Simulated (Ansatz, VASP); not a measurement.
## One calculation of Al4Co3Ni, two programs

```
CELL_PARAMETERS angstrom
-2.83650 2.83650 2.83650
2.83650 -2.83650 2.83650
2.83650 2.83650 -2.83650
ATOMIC_POSITIONS crystal
Al 0.00000 0.50000 0.00000
Al 0.50000 0.00000 0.00000
Al 0.50000 0.50000 0.50000
Al 0.00000 0.00000 0.50000
Ni 0.00000 0.00000 0.00000
Co 0.50000 0.00000 0.50000
Co 0.00000 0.50000 0.50000
Co 0.50000 0.50000 0.00000
```

Alike in both runs: task single point; functional PBE; k mesh 10 × 10 × 10; occupations gaussian, width 0.1 eV; collinear spin.

|  | VASP | Ansatz |
| --- | --- | --- |
| version | VASP 6.6.1 | Ansatz 0.2.0 |
| potentials or method | VASP PAW PBE potentials, release 64 (Al, Ni, Co), cutoff 520 eV | scalar-relativistic, plane waves, PAW |
| valence electrons in the cell | 49 | 81 |

VASP gave:

* gap on the k mesh at the Fermi level (eV): none
* pressure (GPa): 5.4
* net moment per atom (μB): 0.10
* size of the moment on the site where the two differ most (μB): 0.09

Which values does Ansatz return?

gap on the k mesh at the Fermi level (eV): none; pressure (GPa): 5.5; net moment per atom (μB): 0.10; size of the moment on the site where the two differ most (μB): 0.10.

Site moments also hang on the region over which each program counts them. A gap of «none» marks a metal or a gap that the smearing closes. With one functional, cell and mesh, what is left measures potentials, basis and numerics. VASP's potentials hold 49 valence electrons a cell and Ansatz's 81, so a difference there can come from the potentials and not from the codes.
